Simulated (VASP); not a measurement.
TaO3:

```
Ta O
1.0
     3.92202    0.00000    0.00000
     0.00000    3.92202    0.00000
     0.00000    0.00000    3.92202
Ta O
1 3
Cartesian
  1.9610 1.9610 1.9610
  0.0000 1.9610 1.9610
  1.9610 1.9610 0.0000
  1.9610 0.0000 1.9610
```

Base run:

* Program: VASP 6.6.1
* Functional: PBEsol
* Potentials or basis: VASP PAW PBE potentials, release 64 (Ta_pv, O)
* Cutoff: 520 eV
* k mesh: 12 × 12 × 12
* Occupations: gaussian, width 0.15 eV
* Spin: collinear spin, ferromagnetic start
* Starting moments: [0.0, 0.19, 0.19, 0.19] μB

Its results: pressure 1.1 GPa; net moment 0.88 μB per cell; site moments Ta -0.09; O +0.27 μB.

Task: The run is repeated on the same cell with these changes: k mesh from 12 × 12 × 12 to 10 × 10 × 10; further incar settings from ALGO = Normal; EDIFF = 1e-06; NBANDS = 26 to ALGO = Normal; EDIFF = 1e-07; NBANDS = 26. What comes out?

Result: Pressure 0.9 GPa; net moment 0.71 μB per cell; site moments Ta -0.07; O +0.22 μB.

Caveats: the PAW data sets were made with another functional, which shifts forces and pressure a little.
